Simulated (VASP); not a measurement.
# LiGe16 (a cell with a defect) in VASP: single point with PBE+D3(BJ)

Aim: the single point of LiGe16 (a cell with a defect) with PBE+D3(BJ).

Program: VASP 6.6.1. These are calculated values, not measurements. Logs are shortened: lines on timing, memory, paths and dates and some standing lists are left out, and cuts for length are marked.

## (1) The cell of the first run

The cell holds a defect, 17 atoms: a = 8.004 Å, b = 8.004 Å, c = 8.004 Å, α = 60.00°, β = 60.00°, γ = 60.00°.

## (2) Single point, PBE+D3(BJ)

Contents of INCAR:

```
PREC     = Accurate       # precision mode
ENCUT    = 520            # plane-wave cutoff, eV
EDIFF    = 1E-6           # SCF threshold, eV
ISMEAR   = -1             # smearing method
SIGMA    = 0.15           # smearing width, eV
LREAL    = Auto         
LASPH    = T              # aspherical terms in the spheres
NELM     = 100            # most SCF steps
ALGO     = Normal         # electronic algorithm
ISIF     = 2              # what is computed and relaxed
LWAVE    = F              # write WAVECAR
LCHARG   = F              # write CHGCAR
GGA      = PE             # functional
IVDW     = 12             # dispersion correction
NBANDS   = 128            # bands
```

Contents of KPOINTS:

```
Automatic mesh
0
Gamma
  2 2 2
```

Contents of POSCAR:

```
LiGe16
1.0
    0.0000000000      5.6600000000      5.6600000000
    5.6600000000      0.0000000000      5.6600000000
    5.6600000000      5.6600000000      0.0000000000
Ge Li
16 1
Direct
   -0.0113427562     -0.0593992933     -0.0621554770
    0.1043286219      0.0902473498      0.0938692580
    0.0260777385      0.0167844523      0.5152120141
    0.1819169611      0.1428710247      0.6161749117
    0.0313162544      0.4427296820      0.0492137809
    0.1558657244      0.5970848057      0.1525088339
    0.0053533569      0.5292226148      0.5002296820
    0.0453710247      0.6804063604      0.7018374558
    0.4881183746     -0.0103975265      0.0291254417
    0.6515812721      0.1645141343      0.0726060071
    0.5622173145      0.0210159011      0.4436307420
    0.6482508834      0.0948233216      0.6496643110
    0.5065282686      0.5518462898     -0.0553798587
    0.5834540636      0.6205035336      0.1857155477
    0.4157067138      0.4492932862      0.5430742049
    0.6156978799      0.6685247350      0.5571643110
    0.7759452297      0.3883480565      0.4347791519
```

Potentials or basis: VASP PAW PBE potentials, release 64 (Ge_d, Li_sv).

On the command line:

```sh
cat potpaw_PBE.64/Ge_d/POTCAR potpaw_PBE.64/Li_sv/POTCAR > POTCAR
mpirun -np 1 vasp_std > vasp.out
```

OUTCAR:

```text
PREC = Accurate
   ENCUT = 520
   EDIFF = 1E-6
   ISMEAR = -1
   LREAL = Auto
   LASPH = T
   NELM = 100
   ISIF = 2
   GGA = PE
   IVDW = 12
 IVDW          = 12

 ion  position               nearest neighbor table
   1  0.989  0.941  0.938-  10 2.42   4 2.45   6 2.49   2 2.76
   2  0.104  0.090  0.094-   5 2.45   9 2.59   1 2.76   3 2.90
   3  0.026  0.017  0.515-   8 2.30  12 2.49   4 2.51  17 2.59   2 2.90
   4  0.182  0.143  0.616-   1 2.45  11 2.51   3 2.51   7 2.55
   5  0.031  0.443  0.049-   8 2.44   2 2.45   6 2.51  17 2.67
   6  0.156  0.597  0.153-   7 2.30  13 2.39   1 2.49   5 2.51
   7  0.005  0.529  0.500-   6 2.30   4 2.55  16 2.61   8 2.65
   8  0.045  0.680  0.702-   3 2.30   5 2.44  15 2.63   7 2.65
   9  0.488  0.990  0.029-  14 2.43  12 2.49  10 2.56   2 2.59
  10  0.652  0.165  0.073-   1 2.42  11 2.44  13 2.53   9 2.56
  11  0.562  0.021  0.444-  16 2.36  10 2.44  12 2.46   4 2.51
  12  0.648  0.095  0.650-  11 2.46  17 2.47  15 2.48   9 2.49   3 2.49
  13  0.507  0.552  0.945-   6 2.39  10 2.53  16 2.54  14 2.64
  14  0.583  0.621  0.186-   9 2.43  15 2.44  17 2.51  13 2.64
  15  0.416  0.449  0.543-  17 2.41  14 2.44  12 2.48   8 2.63
  16  0.616  0.669  0.557-  11 2.36  17 2.39  13 2.54   7 2.61
  17  0.776  0.388  0.435-  16 2.39  15 2.41  12 2.47  14 2.51   3 2.59   5 2.67

  LATTYP: Found a face centered cubic cell.
 ALAT       =    11.3200000000

  Lattice vectors:

 A1 = (   0.0000000000,   5.6600000000,   5.6600000000)
 A2 = (   5.6600000000,   0.0000000000,   5.6600000000)
 A3 = (   5.6600000000,   5.6600000000,   0.0000000000)

Analysis of symmetry for initial positions (statically):
=====================================================================
 Subroutine PRICEL returns:
 Original cell was already a primitive cell.

 Routine SETGRP: Setting up the symmetry group for a
 face centered cubic supercell.

 Subroutine GETGRP returns: Found  1 space group operations
 (whereof  1 operations were pure point group operations)
 out of a pool of 48 trial point group operations.

The static configuration has the point symmetry C_1 .

Analysis of symmetry for dynamics (positions and initial velocities):
=====================================================================
 Subroutine PRICEL returns:
 Original cell was already a primitive cell.

 Routine SETGRP: Setting up the symmetry group for a
 face centered cubic supercell.

 Subroutine GETGRP returns: Found  1 space group operations
 (whereof  1 operations were pure point group operations)
 out of a pool of 48 trial point group operations.

The dynamic configuration has the point symmetry C_1 .

 Subroutine INISYM returns: Found  1 space group operations
 (whereof  1 operations are pure point group operations),
 and found     1 'primitive' translations

----------------------------------------------------------------------------------------

                                     Primitive cell

  volume of cell :     362.6430

  direct lattice vectors                    reciprocal lattice vectors
     0.000000000  5.660000000  5.660000000    -0.088339223  0.088339223  0.088339223
     5.660000000  0.000000000  5.660000000     0.088339223 -0.088339223  0.088339223
     5.660000000  5.660000000  0.000000000     0.088339223  0.088339223 -0.088339223

  length of vectors
     8.004448763  8.004448763  8.004448763     0.153008022  0.153008022  0.153008022

  position of ions in fractional coordinates (direct lattice)
     0.988657244  0.940600707  0.937844523
     0.104328622  0.090247350  0.093869258
     0.026077738  0.016784452  0.515212014
     0.181916961  0.142871025  0.616174912
     0.031316254  0.442729682  0.049213781
     0.155865724  0.597084806  0.152508834
[... 9 lines left out ...]
     0.615697880  0.668524735  0.557164311
     0.775945230  0.388348056  0.434779152

  ion indices of the primitive-cell ions
   primitive index   ion index
                 1           1
                 2           2
                 3           3
                 4           4
                 5           5
                 6           6
[... 9 lines left out ...]
                16          16
                17          17

----------------------------------------------------------------------------------------

 KPOINTS: Automatic mesh

Automatic generation of k-mesh.
 Grid dimensions read from file:
 generate k-points for:    2    2    2

 Generating k-lattice:

  Cartesian coordinates                     Fractional coordinates (reciprocal lattice)
    -0.044169611  0.044169611  0.044169611     0.500000000  0.000000000  0.000000000
     0.044169611 -0.044169611  0.044169611     0.000000000  0.500000000  0.000000000
     0.044169611  0.044169611 -0.044169611     0.000000000  0.000000000  0.500000000

  Length of vectors
     0.076504011  0.076504011  0.076504011

  Shift w.r.t. Gamma in fractional coordinates (k-lattice)
     0.000000000  0.000000000  0.000000000

 Subroutine IBZKPT returns following result:
 ===========================================

 Found      8 irreducible k-points:

 Following reciprocal coordinates:
            Coordinates               Weight
  0.000000  0.000000  0.000000      1.000000
  0.500000  0.000000  0.000000      1.000000
  0.000000  0.500000  0.000000      1.000000
  0.000000  0.000000  0.500000      1.000000
  0.500000  0.500000  0.500000      1.000000
  0.500000  0.500000  0.000000      1.000000
  0.000000  0.500000  0.500000      1.000000
  0.500000  0.000000  0.500000      1.000000
   k-points           NKPTS =      8   k-points in BZ     NKDIM =      8   number of bands    NBANDS=    128
   number of dos      NEDOS =    301   number of ions     NIONS =     17
   total plane-waves  NPLWV = 216000
   dimension x,y,z NGX =    60 NGY =   60 NGZ =   60
   dimension x,y,z NGXF=   120 NGYF=  120 NGZF=  120
   ions per type =              16   1
   NGX,Y,Z   is equivalent  to a cutoff of  12.46, 12.46, 12.46 a.u.
   NGXF,Y,Z  is equivalent  to a cutoff of  24.92, 24.92, 24.92 a.u.
 SYSTEM =  unknown system
   PREC   = accura    normal or accurate (medium, high low for compatibility)
   ISTART =      0    job   : 0-new  1-cont  2-samecut
   ICHARG =      2    charge: 1-file 2-atom 10-const
   ISPIN  =      1    spin polarized calculation?
   LNONCOLLINEAR =      F non collinear calculations
   LSORBIT =      F    spin-orbit coupling
   LASPH  =      T    aspherical Exc in radial PAW
   ENCUT  =  520.0 eV  38.22 Ry    6.18 a.u.  14.88 14.88 14.88*2*pi/ulx,y,z
   NELM   =    100;   NELMIN=  2; NELMDL= -5     # of ELM steps
   EDIFF  = 0.1E-05   stopping-criterion for ELM
   LREAL  =      T    real-space projection
   EDIFFG = 0.1E-04   stopping-criterion for IOM
   NSW    =      0    number of steps for IOM
   IBRION =     -1    ionic relax: 0-MD 1-quasi-New 2-CG
   NFREE  =      0    steps in history (QN), initial steepest desc. (CG)
   ISIF   =      2    stress and relaxation
   ISYM   =      2    0-nonsym 1-usesym 2-fastsym
   POTIM  = 0.5000    time-step for ionic-motion
   TEBEG  =    0.0;   TEEND  =   0.0 temperature during run
   PSTRESS=    0.0 pullay stress
   NELECT =     227.0000    total number of electrons
   NUPDOWN=      -1.0000    fix difference up-down
   EMIN   =  10.00;   EMAX   =-10.00  energy-range for DOS
   EFERMI =   0.00;   METHOD = LEGACY
   ISMEAR =    -1;   SIGMA  =   0.15  broadening in eV -4-tet -1-fermi 0-gaus
   EFERMI_NEDOS =   21; number of points for ismear=-14 and -15
   IALGO  =     38    algorithm
   IMIX   =      4    mixing-type and parameters
     AMIX     =   0.40;   BMIX     =  1.00
     AMIX_MAG =   1.60;   BMIX_MAG =  1.00
  volume/ion in A,a.u.               =      21.33       143.96
  Fermi-wavevector in a.u.,A,eV,Ry     =   1.400416  2.646402 26.683264  1.961165
  Thomas-Fermi vector in A             =   2.523379
   LORBIT       =      0    0 simple, 1 ext, 2 COOP (PROOUT), +10 PAW based schemes
   GGA     = PE    functional components
   LHFCALC =     F    Hartree Fock is set to
   AEXX    =    0.0000 exact exchange contribution
   IVDW    =    12    specifies the selected vdW correction
   LEPSILON=     F    determine dielectric tensor
   LRPA    =     F    only Hartree local field effects (RPA)
 non-spin polarized calculation
  energy-cutoff  :      520.00
  volume of cell :      362.64
 maximum number of plane-waves:      9841
 NGX is ok and might be reduce to    60
   NGX = 29   NGY = 29   NGZ = 29

 number of electron     227.0000021 magnetization

 Free energy of the ion-electron system (eV)
  ---------------------------------------------------
  ext. energy  EPLUGINS =         0.00000000
  ---------------------------------------------------
  free energy    TOTEN  =       -68.95835675 eV

  energy without entropy =      -68.45195348  energy(sigma->0) =      -68.70515511

 E-fermi :   5.0281     XC(G=0): -10.1386

 val. band max:        5.0095464038   @ k =   0.0000   0.0000   0.5000
 cond. band min:       5.0641167085   @ k =   0.5000   0.5000   0.5000
 fundamental gap:      0.0545703046
 Fermi energy:         5.0281389564

 k-point     1 :       0.0000    0.0000    0.0000
  band No.  band energies     occupation
      1     -41.3209      2.00000
      2     -19.8161      2.00000
      3     -19.7795      2.00000
      4     -19.7656      2.00000
      5     -19.7418      2.00000
      6     -19.7296      2.00000
[... 117 lines left out ...]
    124       6.5392      0.00008
    125       7.4205      0.00000

 k-point     2 :       0.5000    0.0000    0.0000
  band No.  band energies     occupation
      1     -41.3209      2.00000
      2     -19.8171      2.00000
      3     -19.7809      2.00000
      4     -19.7693      2.00000
      5     -19.7419      2.00000
      6     -19.7357      2.00000
[... 885 lines left out ...]
    124       8.6066      0.00000
    125       8.7711      0.00000
 [bands above 125 left out]

------------------------ aborting loop because EDIFF is reached ----------------------------------------

 Edisp (eV)   -5.15692

 E8    (eV) :    -2.2965

  FORCE on cell =-STRESS in cart. coord.  units (eV):
  Direction    XX          YY          ZZ          XY          YZ          ZX
  --------------------------------------------------------------------------------------
  -------------------------------------------------------------------------------------
  Total       6.90761     5.95376     9.24051    -2.40181    -4.20032    -0.02956
  in kB      30.51821    26.30407    40.82509   -10.61132   -18.55723    -0.13058
  external pressure =       32.55 kB  Pullay stress =        0.00 kB

 VOLUME and BASIS-vectors are now :
 -----------------------------------------------------------------------------
  energy-cutoff  :      520.00
  volume of cell :      362.64
      direct lattice vectors                 reciprocal lattice vectors
     0.000000000  5.660000000  5.660000000    -0.088339223  0.088339223  0.088339223
     5.660000000  0.000000000  5.660000000     0.088339223 -0.088339223  0.088339223
     5.660000000  5.660000000  0.000000000     0.088339223  0.088339223 -0.088339223

 POSITION                                       TOTAL-FORCE (eV/Angst)
 -----------------------------------------------------------------------------------
     10.63200     10.90400     10.91960        -0.134263      0.305913      0.043466
      1.04210      1.12180      1.10130         0.273619      0.926169      0.157517
      3.01110      3.06370      0.24260        -0.258942     -0.884353      1.233142
      4.29620      4.51720      1.83830         0.129253     -0.283845      0.816751
      2.78440      0.45580      2.68310         0.640839     -0.786189     -0.478456
      4.24270      1.74540      4.26170        -0.912589     -1.095128      0.374753
[... 9 lines left out ...]
      6.93740      6.63840      7.26870        -0.058304      0.671566     -0.761160
      4.65890      6.85270      6.58990        -0.564831      0.599156      0.668897
 -----------------------------------------------------------------------------------
    total drift:                               -0.002542      0.000324      0.004969

  FREE ENERGIE OF THE ION-ELECTRON SYSTEM (eV)
  ---------------------------------------------------
  free  energy   TOTEN  =       -74.1152722110 eV

  energy  without entropy=      -73.6088689352  energy(sigma->0) =      -73.86207057
```

Run time: 19 min. Hardware: 1 thread of Oxide Virtual Turin-like, shared host; peak memory 0.58 GiB.

What came out:

* Free energy: -74.1153 eV
* Largest force: 2.054 eV/Å
* Band gap on the k mesh: zero (an odd number of electrons rules out a gap without spin polarisation)
* Dispersion energy per atom: -0.303 eV

Forces on the atoms (eV/Å):
```
Ge  -0.134  0.306  0.043
Ge   0.274  0.926  0.158
Ge  -0.259 -0.884  1.233
Ge   0.129 -0.284  0.817
Ge   0.641 -0.786 -0.478
Ge  -0.913 -1.095  0.375
Ge   1.429  1.029 -1.057
Ge  -1.364  0.612 -1.163
Ge   0.270 -0.407  0.113
Ge   0.350 -0.797 -0.376
Ge   0.673 -0.374  0.042
Ge   0.172  0.292 -0.631
Ge  -0.221  0.995  0.500
Ge  -1.439 -0.275  0.712
Ge   1.016 -0.528 -0.195
Ge  -0.058  0.672 -0.761
Li  -0.565  0.599  0.669
```

Caveat: the k points lie up to 0.48 Å⁻¹ apart, too coarse for converged energies and pressures of a metal; the cutoff is under 1.25 times the usual one of these potentials, so pressure, stress and relaxed cells hold a basis-set (Pulay) error; the atoms stand as in a frame of molecular dynamics; an odd number of electrons without spin polarisation forces a metal; a magnetic or distorted state may lie lower.

The gap in the log of VASP goes by the Fermi energy; the results here count the filled bands.